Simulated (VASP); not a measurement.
Pd:

```
Pd
1.0
     4.41208    0.00000    0.00000
    -2.20604    3.82097    0.00000
     0.00000    0.00000    2.73549
Pd
3
Cartesian
  0.0000 0.0000 0.0000
  0.0000 2.5473 1.3677
  2.2060 1.2737 1.3677
```

This isn't the form of Pd at room conditions, which is fcc.

- Program: VASP 6.6.1
- Task: relaxation of cell and atoms
- Functional: PBE
- Potentials or basis: VASP PAW PBE potentials, release 64 (Pd)
- Cutoff: 600 eV
- k mesh: 9 × 9 × 12
- Occupations: fermi-dirac, width 0.1 eV
- Spin: no spin polarisation

At the start: pressure 3.6 GPa; volume 15.37 Å³/atom.

Q: Where does the relaxation end?

A: Over 10 steps the energy falls by 16.0 meV/atom and the volume is 15.66 Å³/atom (+1.9 %); space group P6/mmm (No. 191, to 0.1 Å) before and after.

The path:
```tsv
step	energy change (eV)	largest force (eV/Å)	pressure (GPa)	volume (Å³)
1	0.0000	0.0000	3.59	46.12
2	-0.0270	0.0000	-4.39	48.42
3	-0.0412	0.0000	-1.76	47.54
4	-0.0463	0.0000	0.74	46.77
5	-0.0479	0.0000	-0.10	47.01
6	-0.0479	0.0000	-0.14	47.02
7	-0.0479	0.0000	0.05	46.97
8	-0.0479	0.0000	-0.02	46.99
9	-0.0479	0.0000	-0.03	46.99
10	-0.0479	0.0000	0.01	46.98
```

Final structure:
```yaml
crystal:
  lattice:
    - [4.49991, 0.00000, 0.00000]
    - [-2.24996, 3.89704, 0.00000]
    - [0.00000, 0.00000, 2.67902]
  atoms:
    - { symbol: Pd, position: [0.00000, 0.00000, 0.00000] }
    - { symbol: Pd, position: [0.33333, 0.66667, 0.50000] }
    - { symbol: Pd, position: [0.66667, 0.33333, 0.50000] }
```
